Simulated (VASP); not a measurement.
Runs of VASP 6.6.1 on Sr. The structure is that of space group P6_3/mmc (No. 194), or close to it. The cells are those of the table. This isn't the form of Sr at room conditions, which is fcc.

```csv
task,cell,k mesh,cutoff (eV),gap on the mesh (eV),pressure (GPa)
relaxation of cell and atoms,"relaxed from a = 4.303, b = 4.303, c = 14.052 Å, angles 90.0, 90.0, 120.0°, 4 atoms",9 × 9 × 3,600,none,0.0
single point,"a = 4.503, b = 4.503, c = 14.739 Å, angles 90.0, 90.0, 120.0°, 4 atoms",10 × 10 × 3,520,none,(a)
single point,"a = 4.336, b = 4.336, c = 14.193 Å, angles 90.0, 90.0, 120.0°, 4 atoms",11 × 11 × 3,520,none,0.0
single point,"a = 4.448, b = 4.448, c = 14.562 Å, angles 90.0, 90.0, 120.0°, 4 atoms",10 × 10 × 3,520,none,-0.7
```

Alike in all rows: level revPBE; potentials or basis VASP PAW PBE potentials, release 64 (Sr_sv); no spin polarisation; smearing fermi-dirac 0.1 eV.

Question: Fill in the values left out.

Answer: (a) -1.0.

Caveats: the PAW data sets were made with another functional, which shifts forces and pressure a little.

A k mesh can miss the band edges, and the runs leave out spin-orbit coupling on Sr.

A gap of «none» marks levels without a gap at the run's occupations.
